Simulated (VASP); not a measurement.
# MgB2 (P6/mmm) in VASP: further runs

MgB2 is run at these levels: PBEsol; tasks: single point, relaxation of cell and atoms.

Program: VASP 6.6.1. These are calculated values, not measurements. Logs are shortened: lines on timing, memory, paths and dates and some standing lists are left out, and cuts for length are marked.

## 1. The cell of the first run

The structure is hexagonal, space group P6/mmm (No. 191). The conventional cell has a = 3.064 Å, b = 3.064 Å, c = 3.498 Å, α = 90.00°, β = 90.00°, γ = 120.00°. Within 3.3 Å of Mg (site symmetry 6/mmm) lie 12 B at 2.49 Å and 6 Mg at 3.06 Å. B (site symmetry -6m2) has 3 B at 1.77 Å within 2.3 Å.

## 2. Single point, PBEsol

INCAR reads:

```
SYSTEM = MgB2
  PREC = Accurate
  ENCUT = 520
  EDIFF = 1E-6
  ISMEAR = -1
  SIGMA = 0.15
  LREAL = .False.
  LASPH = .True.
  NELM = 60
  ALGO = Normal
  ISIF = 2
  LWAVE = .False.
  LCHARG = .True.
  GGA = PS
  LELF = .True.
  LVHAR = .True.
  NBANDS = 11
```

KPOINTS reads:

```
regular mesh
0
Gamma
  15 15 12
  0 0 0
```

POSCAR reads:

```
MgB2
1.0
    3.0642156151      0.0000000000      0.0000000000
   -1.5321078075      2.6536885653      0.0000000000
    0.0000000000      0.0000000000      3.4984914478
Mg B
1 2
Direct
    0.0000000000      0.0000000000      0.0000000000
    0.3333333333      0.6666666667      0.5000000000
    0.6666666667      0.3333333333      0.5000000000
```

Potentials or basis: VASP PAW PBE potentials, release 64 (Mg, B).

On the command line:

```bash
> cat potpaw_PBE.64/Mg/POTCAR potpaw_PBE.64/B/POTCAR > POTCAR
> mpirun -np 1 vasp_std > vasp.out
```

OUTCAR:

```text
SYSTEM = MgB2
   PREC = Accurate
   ENCUT = 520
   EDIFF = 1E-6
   ISMEAR = -1
   LREAL = .False.
   LASPH = .True.
   NELM = 60
   ISIF = 2
   GGA = PS

 ion  position               nearest neighbor table
   1  0.000  0.000  0.000-   2 2.49   3 2.49   2 2.49   3 2.49   2 2.49   2 2.49   3 2.49   3 2.49
                             3 2.49   3 2.49   2 2.49   2 2.49
   2  0.333  0.667  0.500-   3 1.77   3 1.77   3 1.77   1 2.49   1 2.49   1 2.49   1 2.49   1 2.49
                             1 2.49
   3  0.667  0.333  0.500-   2 1.77   2 1.77   2 1.77   1 2.49   1 2.49   1 2.49   1 2.49   1 2.49
                             1 2.49

  LATTYP: Found a hexagonal cell.
 ALAT       =     3.0642156151
 C/A-ratio  =     1.1417249591

  Lattice vectors:

 A1 = (   3.0642156151,   0.0000000000,   0.0000000000)
 A2 = (  -1.5321078075,   2.6536885653,   0.0000000000)
 A3 = (   0.0000000000,   0.0000000000,   3.4984914478)

Analysis of symmetry for initial positions (statically):
=====================================================================
 Subroutine PRICEL returns:
 Original cell was already a primitive cell.

 Routine SETGRP: Setting up the symmetry group for a
 hexagonal supercell.

 Subroutine GETGRP returns: Found 24 space group operations
 (whereof 24 operations were pure point group operations)
 out of a pool of 24 trial point group operations.

The static configuration has the point symmetry D_6h.

Analysis of symmetry for dynamics (positions and initial velocities):
=====================================================================
 Subroutine PRICEL returns:
 Original cell was already a primitive cell.

 Routine SETGRP: Setting up the symmetry group for a
 hexagonal supercell.

 Subroutine GETGRP returns: Found 24 space group operations
 (whereof 24 operations were pure point group operations)
 out of a pool of 24 trial point group operations.

The dynamic configuration has the point symmetry D_6h.

 Subroutine INISYM returns: Found 24 space group operations
 (whereof 24 operations are pure point group operations),
 and found     1 'primitive' translations

----------------------------------------------------------------------------------------

                                     Primitive cell

  volume of cell :      28.4479

  direct lattice vectors                    reciprocal lattice vectors
     3.064215615  0.000000000  0.000000000     0.326347792  0.188416986  0.000000000
    -1.532107808  2.653688565  0.000000000     0.000000000  0.376833971  0.000000000
     0.000000000  0.000000000  3.498491448     0.000000000  0.000000000  0.285837486

  length of vectors
     3.064215615  3.064215615  3.498491448     0.376833971  0.376833971  0.285837486

  position of ions in fractional coordinates (direct lattice)
     0.000000000  0.000000000  0.000000000
     0.333333333  0.666666667  0.500000000
     0.666666667  0.333333333  0.500000000

  ion indices of the primitive-cell ions
   primitive index   ion index
                 1           1
                 2           2
                 3           3

----------------------------------------------------------------------------------------

 KPOINTS: regular mesh

Automatic generation of k-mesh.
 Grid dimensions read from file:
 generate k-points for:   15   15   12

 Generating k-lattice:

  Cartesian coordinates                     Fractional coordinates (reciprocal lattice)
     0.021756519  0.012561132  0.000000000     0.066666667  0.000000000  0.000000000
     0.000000000  0.025122265  0.000000000     0.000000000  0.066666667  0.000000000
     0.000000000  0.000000000  0.023819790     0.000000000  0.000000000  0.083333333

  Length of vectors
     0.025122265  0.025122265  0.023819790

  Shift w.r.t. Gamma in fractional coordinates (k-lattice)
     0.000000000  0.000000000  0.000000000

 Subroutine IBZKPT returns following result:
 ===========================================

 Found    189 irreducible k-points:

 Following reciprocal coordinates:
            Coordinates               Weight
  0.000000  0.000000  0.000000      1.000000
  0.066667 -0.000000  0.000000      6.000000
  0.133333 -0.000000  0.000000      6.000000
  0.200000 -0.000000  0.000000      6.000000
  0.266667 -0.000000  0.000000      6.000000
  0.333333 -0.000000  0.000000      6.000000
[... 16 lines left out ...]
  0.333333  0.200000  0.000000     12.000000
  0.400000  0.200000  0.000000      6.000000
 [... further k-points ...]
   k-points           NKPTS =    189   k-points in BZ     NKDIM =    189   number of bands    NBANDS=     11
   number of dos      NEDOS =    301   number of ions     NIONS =      3
   total plane-waves  NPLWV =  16128
   dimension x,y,z NGX =    24 NGY =   24 NGZ =   28
   dimension x,y,z NGXF=    48 NGYF=   48 NGZF=   56
   ions per type =               1   2
   NGX,Y,Z   is equivalent  to a cutoff of  13.02, 13.02, 13.31 a.u.
   NGXF,Y,Z  is equivalent  to a cutoff of  26.04, 26.04, 26.61 a.u.
 SYSTEM =  MgB2
   PREC   = accura    normal or accurate (medium, high low for compatibility)
   ISTART =      0    job   : 0-new  1-cont  2-samecut
   ICHARG =      2    charge: 1-file 2-atom 10-const
   ISPIN  =      1    spin polarized calculation?
   LNONCOLLINEAR =      F non collinear calculations
   LSORBIT =      F    spin-orbit coupling
   LASPH  =      T    aspherical Exc in radial PAW
   ENCUT  =  520.0 eV  38.22 Ry    6.18 a.u.   5.70  5.70  6.50*2*pi/ulx,y,z
   NELM   =     60;   NELMIN=  2; NELMDL= -5     # of ELM steps
   EDIFF  = 0.1E-05   stopping-criterion for ELM
   LREAL  =      F    real-space projection
   EDIFFG = 0.1E-04   stopping-criterion for IOM
   NSW    =      0    number of steps for IOM
   IBRION =     -1    ionic relax: 0-MD 1-quasi-New 2-CG
   NFREE  =      0    steps in history (QN), initial steepest desc. (CG)
   ISIF   =      2    stress and relaxation
   ISYM   =      2    0-nonsym 1-usesym 2-fastsym
   POTIM  = 0.5000    time-step for ionic-motion
   TEBEG  =    0.0;   TEEND  =   0.0 temperature during run
   PSTRESS=    0.0 pullay stress
   NELECT =       8.0000    total number of electrons
   NUPDOWN=      -1.0000    fix difference up-down
   EMIN   =  10.00;   EMAX   =-10.00  energy-range for DOS
   EFERMI =   0.00;   METHOD = LEGACY
   ISMEAR =    -1;   SIGMA  =   0.15  broadening in eV -4-tet -1-fermi 0-gaus
   EFERMI_NEDOS =   21; number of points for ismear=-14 and -15
   IALGO  =     38    algorithm
   IMIX   =      4    mixing-type and parameters
     AMIX     =   0.40;   BMIX     =  1.00
     AMIX_MAG =   1.60;   BMIX_MAG =  1.00
  volume/ion in A,a.u.               =       9.48        63.99
  Fermi-wavevector in a.u.,A,eV,Ry     =   1.072560  2.026844 15.651928  1.150384
  Thomas-Fermi vector in A             =   2.208333
   LORBIT       =      0    0 simple, 1 ext, 2 COOP (PROOUT), +10 PAW based schemes
   GGA     = PS    functional components
   LHFCALC =     F    Hartree Fock is set to
   AEXX    =    0.0000 exact exchange contribution
   IVDW    =     0    specifies the selected vdW correction
   LEPSILON=     F    determine dielectric tensor
   LRPA    =     F    only Hartree local field effects (RPA)
 non-spin polarized calculation
  energy-cutoff  :      520.00
  volume of cell :       28.45
 maximum number of plane-waves:       781
 NGX is ok and might be reduce to    24
   NGX = 11   NGY = 11   NGZ = 13

 number of electron       8.0000000 magnetization

 Free energy of the ion-electron system (eV)
  ---------------------------------------------------
  ext. energy  EPLUGINS =         0.00000000
  ---------------------------------------------------
  free energy    TOTEN  =       -16.24881034 eV

  energy without entropy =      -16.19910474  energy(sigma->0) =      -16.22395754

 E-fermi :   5.3392     XC(G=0): -11.0745

 val. band max:        5.3289698132   @ k =   0.0667  -0.0000   0.0000
 cond. band min:       5.3414580866   @ k =   0.1333  -0.0000   0.3333
 fundamental gap:      0.0124882734
 Fermi energy:         5.3391804107

 k-point     1 :       0.0000    0.0000    0.0000
  band No.  band energies     occupation
      1      -7.1800      2.00000
      2       2.3707      2.00000
      3       5.7348      0.13352
      4       5.7348      0.13352
      5       7.0268      0.00003
      6      11.7103      0.00000
      7      11.7103      0.00000
      8      13.6807      0.00000
      9      15.4693      0.00000
     10      18.1168      0.00000
     11      21.6223      0.00000

 k-point     2 :       0.0667   -0.0000    0.0000
  band No.  band energies     occupation
      1      -7.1019      2.00000
      2       2.4469      2.00000
      3       5.3290      1.03402
      4       5.5424      0.41010
      5       7.0941      0.00002
      6      11.6703      0.00000
      7      12.0615      0.00000
      8      13.8415      0.00000
      9      15.1852      0.00000
     10      18.5147      0.00000
     11      21.2496      0.00000

 k-point     3 :       0.1333   -0.0000    0.0000
  band No.  band energies     occupation
      1      -6.8680      2.00000
      2       2.6746      2.00000
      3       4.3079      1.99794
      4       5.0786      1.70072
      5       7.3049      0.00000
      6      11.4422      0.00000
      7      12.9973      0.00000
      8      14.2961      0.00000
      9      14.3959      0.00000
     10      19.5668      0.00000
     11      20.4885      0.00000
[... 267 lines left out ...]
 k-point    23 :       0.3333    0.2000    0.0000
  band No.  band energies     occupation
      1      -3.4974      2.00000
      2      -1.2841      2.00000
      3       0.9690      2.00000
      4       5.7442      0.12589
      5       8.5989      0.00000
      6      10.4717      0.00000
      7      11.8129      0.00000
      8      13.6572      0.00000
      9      15.1299      0.00000
     10      17.3660      0.00000
     11      18.2705      0.00000

 k-point    24 :       0.4000    0.2000    0.0000
  band No.  band energies     occupation
      1      -2.7619      2.00000
      2      -2.1179      2.00000
      3       0.8756      2.00000
      4       6.1415      0.00946
      5       8.1173      0.00000
      6      11.0568      0.00000
      7      11.3203      0.00000
      8      13.5955      0.00000
      9      14.9793      0.00000
     10      17.3676      0.00000
     11      19.2899      0.00000

 [... further k-points ...]
[... 5 lines left out ...]
  --------------------------------------------------------------------------------------
  -------------------------------------------------------------------------------------
  Total        0.0137786      0.0137786     -0.0308110      0.0000000     -0.0000000      0.0000000
  in kB        0.7760045      0.7760045     -1.7352685      0.0000000     -0.0000000      0.0000000
  external PRESSURE =      -0.0610865 kB  Pullay stress =       0.0000000 kB

 VOLUME and BASIS-vectors are now :
 -----------------------------------------------------------------------------
  energy-cutoff  :      520.00
  volume of cell :       28.45
      direct lattice vectors                 reciprocal lattice vectors
     3.064215615  0.000000000  0.000000000     0.326347792  0.188416986  0.000000000
    -1.532107808  2.653688565  0.000000000     0.000000000  0.376833971  0.000000000
     0.000000000  0.000000000  3.498491448     0.000000000  0.000000000  0.285837486

 POSITION                                       TOTAL-FORCE (eV/Angst)
 -----------------------------------------------------------------------------------
      0.00000      0.00000      0.00000         0.000000      0.000000      0.000000
     -0.00000      1.76913      1.74925        -0.000000     -0.000000      0.000000
      1.53211      0.88456      1.74925         0.000000      0.000000      0.000000
 -----------------------------------------------------------------------------------
    total drift:                                0.000000     -0.000000      0.000000

  FREE ENERGIE OF THE ION-ELECTRON SYSTEM (eV)
  ---------------------------------------------------
  free  energy   TOTEN  =       -16.2488103403 eV

  energy  without entropy=      -16.1991047406  energy(sigma->0) =      -16.22395754
```

It took 18 s on 1 thread of Intel Xeon 6975P-C (Granite Rapids), shared host; peak memory 0.19 GiB.

Results:

- Free energy: -16.2488 eV
- Pressure: 0.0 GPa
- Band gap on the k mesh: zero (band 4 reaches 7.17 eV, above the bottom of band 5 at 3.29 eV)

Stress tensor (GPa, compression positive):
```
 0.08  0.00  0.00
 0.00  0.08  0.00
 0.00  0.00 -0.17
```

Caveat: the PAW data sets were made with another functional, which shifts forces and pressure a little.

## 3. Relaxation of cell and atoms, PBEsol

INCAR reads:

```
  ALGO = Normal
  EDIFF = 1E-7
  EDIFFG = -0.001
  ENCUT = 600
  GGA = PS
  IBRION = 2
  ISIF = 3
  ISMEAR = -1
  LASPH = True
  LCHARG = False
  LREAL = False
  LWAVE = False
  NELM = 100
  NSW = 80
  PREC = Accurate
  SIGMA = 0.15
```

KPOINTS reads:

```
k-points
0
Gamma
  15 15 12
```

POSCAR reads:

```
MgB2
1.0
    3.0616909804      0.0000000000      0.0000000000
   -1.5308454902      2.6515021676      0.0000000000
    0.0000000000      0.0000000000      3.5044564373
Mg B
1 2
Direct
    0.0000000000      0.0000000000      0.0000000000
    0.3333333333      0.6666666667      0.5000000000
    0.6666666667      0.3333333333      0.5000000000
```

Potentials or basis: VASP PAW PBE potentials, release 64 (Mg, B).

On the command line:

```bash
> cat potpaw_PBE.64/Mg/POTCAR potpaw_PBE.64/B/POTCAR > POTCAR
> mpirun -np 1 vasp_std > vasp.out
```

Run time: 41 s. Hardware: 1 thread of Intel Xeon 6975P-C (Granite Rapids), shared host; peak memory 0.19 GiB.

The run converged. Its results:

| Quantity | Value |
| --- | --- |
| Free energy | -16.2509 eV |
| Relaxed volume | 9.48 Å³/atom |
| Relaxed cell | a = 3.065 Å, b = 3.065 Å, c = 3.496 Å, α = 90.00°, β = 90.00°, γ = 120.00° |
| Space group after relaxing (to 0.05 Å) | P6/mmm (No. 191) |
| Energy gained by relaxing | 0.1 meV/atom |
| Ionic steps | 5 |
| Pressure after relaxing | 0.0 GPa |
| Band gap on the k mesh | zero (band 4 reaches 7.17 eV, above the bottom of band 5 at 3.29 eV) |

The path:
```tsv
step	energy change (eV)	largest force (eV/Å)	pressure (GPa)	volume (Å³)
1	0.0000	0.0000	0.09	28.45
2	-0.0002	0.0000	-0.15	28.47
3	-0.0002	0.0000	-0.16	28.47
4	-0.0002	0.0000	0.02	28.44
5	-0.0002	0.0000	0.00	28.44
```

Final structure:
```xyz
3
Lattice="3.0648 0.0000 0.0000 -1.5324 2.6542 0.0000 0.0000 0.0000 3.4963" Properties=species:S:1:pos:R:3 pbc="T T T"
Mg    0.0000    0.0000    3.4963
B     0.0000    1.7694    1.7481
B     1.5324    0.8847    1.7481
```

Levels at points of the mesh, in eV from the Fermi level:
| k point | band 2 | band 3 | band 4 | band 5 | band 6 | band 7 |
| --- | --- | --- | --- | --- | --- | --- |
| (0.00, 0.00, 0.00) | -2.96 | 0.39 | 0.39 | 1.70 | 6.36 | 6.36 |
| (0.00, 0.00, 0.50) | -7.53 | 0.78 | 0.78 | 6.69 | 6.69 | 8.07 |

Caveat: the PAW data sets were made with another functional, which shifts forces and pressure a little.
